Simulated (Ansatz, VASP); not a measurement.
**Si in VASP and in Ansatz**

```
CELL_PARAMETERS angstrom
2.71681 2.71681 0.00000
-2.71681 2.71681 0.00000
0.00000 2.71681 2.71681
ATOMIC_POSITIONS crystal
Si 0.25000 0.75000 0.50000
Si 0.00000 0.00000 0.00000
```

Alike in both runs: task single point; functional PBEsol; k mesh 8 × 8 × 8; no spin polarisation.

|  | VASP | Ansatz |
| --- | --- | --- |
| version | VASP 6.6.1 | Ansatz 0.2.0 |
| potentials or method | VASP PAW PBE potentials, release 64 (Si), cutoff 500 eV | all-electron LAPW, scalar-relativistic |
| occupations | gaussian, width 0.01 eV | fixed |

|  | VASP | Ansatz | Ansatz less VASP |
| --- | --- | --- | --- |
| gap on the k mesh at the Fermi level (eV) | 0.51 | 0.51 | +0.008 |
| pressure (GPa) | 0.1 | 0.0 | -0.16 |

VASP's potentials were made for PBE, not for PBEsol. Ansatz ran all-electron here, and VASP with PAW potentials.
